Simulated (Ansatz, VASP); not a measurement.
# Two plane-wave programs on AgCl

The input POSCAR:

```
AgCl
1.0
    0.0000000000      2.8840760000      2.6622240000
    2.8840760000      0.0000000000      2.6622240000
    2.8840760000      2.8840760000      0.0000000000
Ag Cl
1 1
Direct
    0.5000000000      0.5000000000      0.5000000000
    0.0000000000      0.0000000000      0.0000000000
```

The input INCAR.step1:

```
SYSTEM = AgCl
PREC     = Accurate       ! precision mode
ENCUT    = 550            ! plane-wave cutoff, eV
ISMEAR   = 0              ! smearing method
SIGMA    = 0.05           ! smearing width, eV
LREAL    = .False.        ! projectors in reciprocal space
LASPH    = .True.         ! aspherical terms in the spheres
NELM     = 120            ! most SCF steps
NBANDS   = 16             ! bands
GGA      = PE             ! functional
ALGO     = Normal         ! electronic algorithm
EDIFF    = 1E-5           ! SCF threshold, eV
LWAVE    = .True.         ! write WAVECAR
LCHARG   = .False.        ! write CHGCAR
GGA_COMPAT= .False.
```

INCAR.step2

```
SYSTEM = AgCl
PREC     = Accurate       ! precision mode
ENCUT    = 550            ! plane-wave cutoff, eV
EDIFF    = 1E-6           ! SCF threshold, eV
ISMEAR   = 0              ! smearing method
SIGMA    = 0.05           ! smearing width, eV
LREAL    = .False.        ! projectors in reciprocal space
LASPH    = .True.         ! aspherical terms in the spheres
NELM     = 120            ! most SCF steps
ALGO     = Normal         ! electronic algorithm
ISIF     = 2              ! what is computed and relaxed
LWAVE    = .False.        ! write WAVECAR
LCHARG   = .False.        ! write CHGCAR
METAGGA  = R2SCAN         ! meta-GGA
LMIXTAU  = .True.       
NBANDS   = 16             ! bands
ISTART   = 1            
GGA_COMPAT= .False.
```

File KPOINTS:

```
regular mesh
0
Gamma
  8 8 8
  0 0 0
```

Input for Ansatz:

```yaml
crystal:
  lattice:
    - [0.0, 2.884076, 2.662224]
    - [2.884076, 0.0, 2.662224]
    - [2.884076, 2.884076, 0.0]
  atoms:
    - { symbol: Ag, position: [0.5, 0.5, 0.5] }
    - { symbol: Cl, position: [0.0, 0.0, 0.0] }
basis:
  ecutwfc: 500
kpoints:
  mp_grid: { grid: [8, 8, 8] }
hamiltonian:
  xc: r2scan
scf:
  occupations: { method: gaussian, width: 0.05 }
output:
  forces: true
  stress: true
  eigenvalues: true
```

Change from the starting cell: strain +0.040 along x and y, -0.040 along z, atoms carried along.

Alike in both runs: task single point; functional r2SCAN; k mesh 8 × 8 × 8; occupations gaussian, width 0.05 eV; no spin polarisation.

|  | VASP | Ansatz |
| --- | --- | --- |
| version | VASP 6.6.1 | Ansatz 0.2.0 |
| potentials or method | VASP PAW PBE potentials, release 64 (Ag, Cl), cutoff 550 eV | scalar-relativistic, plane waves, PAW |
| valence electrons in the cell | 18 | 26 |

Ansatz gave:

- gap on the k mesh at the Fermi level (eV): 1.29
- least direct gap on the mesh (eV): 3.66
- pressure (GPa): -1.2
- traceless stress, the component that is largest in VASP (GPa): 1.12

Problem. What did VASP give for the same quantities?

Solution. gap on the k mesh at the Fermi level (eV): 1.24; least direct gap on the mesh (eV): 3.61; pressure (GPa): -1.3; traceless stress, the component that is largest in VASP (GPa): 1.08.

VASP's potentials were made for PBE, not for r2SCAN. VASP's potentials hold 18 valence electrons a cell and Ansatz's 26, so a difference there can come from the potentials and not from the codes.
